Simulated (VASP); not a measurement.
A run of VASP 6.6.1:

INCAR

```
SYSTEM = BAs
PREC = Accurate
ENCUT = 520
EDIFF = 1E-6
ISMEAR = -1
SIGMA = 0.05
LREAL = .FALSE.
LASPH = .TRUE.
NELM = 150
ALGO = Normal
ISIF = 2
LWAVE = .FALSE.
LCHARG = .FALSE.
MAGMOM = 0 0 0 0 0 0
LORBIT = 11
LSORBIT = .TRUE.
GGA_COMPAT = .FALSE.
LORBMOM = .TRUE.
GGA = PE
NBANDS = 20
```

File KPOINTS:

```
regular mesh
0
G
  7 7 7
  0 0 0
```

Contents of POSCAR:

```
BAs
1.0
    0.0000000000      2.4042760776      2.4042760776
    2.4042760776      0.0000000000      2.4042760776
    2.4042760776      2.4042760776      0.0000000000
As B
1 1
Direct
    0.7500000000      0.7500000000      0.7500000000
    0.0000000000      0.0000000000      0.0000000000
```

Potentials or basis: VASP PAW PBE potentials, release 64 (As, B).

The run is started by

```bash
$ cat potpaw_PBE.64/As/POTCAR potpaw_PBE.64/B/POTCAR > POTCAR
$ mpirun -np 1 vasp_ncl > vasp.out
```

Hardware: 1 thread of AMD EPYC 9R45 96-Core Processor (Zen 5) (shared host).

Question: Estimate the wall time of this run.

Answer: It took 27 s on 1 thread of AMD EPYC 9R45 96-Core Processor (Zen 5) (shared host), peak memory 0.21 GiB. Counts: scf iterations 12, k points 30.
